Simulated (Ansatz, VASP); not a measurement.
This is a calculation of Se for Ansatz 0.2.0.

File input.yaml:

```yaml
crystal:
  lattice:
    - [4.3662, 0.0, 0.0]
    - [-2.1831, 3.781240118, 0.0]
    - [0.0, 0.0, 4.9536]
  atoms:
    - { symbol: Se, position: [0.7746, 0.7746, 0.0] }
    - { symbol: Se, position: [0.0, 0.2254, 0.6666666667] }
    - { symbol: Se, position: [0.2254, 0.0, 0.3333333333] }
hamiltonian:
  xc: pbe
  pseudopotentials: { kind: paw }
  dispersion: d4
kpoints:
  mp_grid: { grid: [7, 7, 6] }
scf:
  occupations: { method: fermi_dirac, width: 0.05 }
output:
  forces: true
  stress: true
  eigenvalues: true
relax:
  f_tol: 0.01
  max_steps: 40
  cell: { stress_tol: 0.05 }
```

Potentials or basis: Ansatz PAW.

Command:

```bash
$ ansatz run input.yaml --threads 2 --pin off --max-ram 5632MiB --backend cpu --events-out ev --progress --plain --runs-dir out
```

Q: Translate it to VASP 6.6.1. Potentials there: VASP PAW PBE potentials, release 64 (Se).

A: As run (the cutoff follows the program's own potentials):

Contents of INCAR:

```
PREC = Accurate
ENCUT = 600
EDIFF = 1E-6
ISMEAR = -1
SIGMA = 0.05
LREAL = False
LASPH = True
NELM = 80
ALGO = Normal
ISIF = 3
LWAVE = False
LCHARG = False
GGA = PE
IVDW = 13
IBRION = 2
NSW = 60
EDIFFG = -0.01
```

KPOINTS

```
Automatic mesh
0
Gamma
  7 7 6
```

The input POSCAR:

```
Se
1.0
    4.3662000000      0.0000000000      0.0000000000
   -2.1831000000      3.7812401180      0.0000000000
    0.0000000000      0.0000000000      4.9536000000
Se
3
Direct
    0.7746000000      0.7746000000      0.0000000000
    0.0000000000      0.2254000000      0.6666666667
    0.2254000000      0.0000000000      0.3333333333
```

Potentials or basis: VASP PAW PBE potentials, release 64 (Se).

Command:

```bash
$ cat potpaw_PBE.64/Se/POTCAR > POTCAR
$ mpirun -np 1 vasp_std > vasp.out
```

Both were run:

|  | VASP | Ansatz | Ansatz less VASP |
| --- | --- | --- | --- |
| gap on the k mesh at the Fermi level, each at its own relaxed structure (eV) | 0.92 | 0.93 | +0.008 |
| relaxed volume (Å³/atom) | 24.39 | 24.40 | +0.003 |
| relaxed cell length with the largest relative difference (Å) | 5.136 | 5.134 | -0.0030 |

VASP's potentials hold 18 valence electrons a cell and Ansatz's 48, so a difference there can come from the potentials and not from the codes.

Noted on Ansatz's run: odd divisions of the mesh miss points on the zone boundary, where band edges often lie, so the gap on the mesh can be too wide; the plane-wave basis is chosen anew once the cell has moved, so the energies of steps on either side of that aren't comparable.
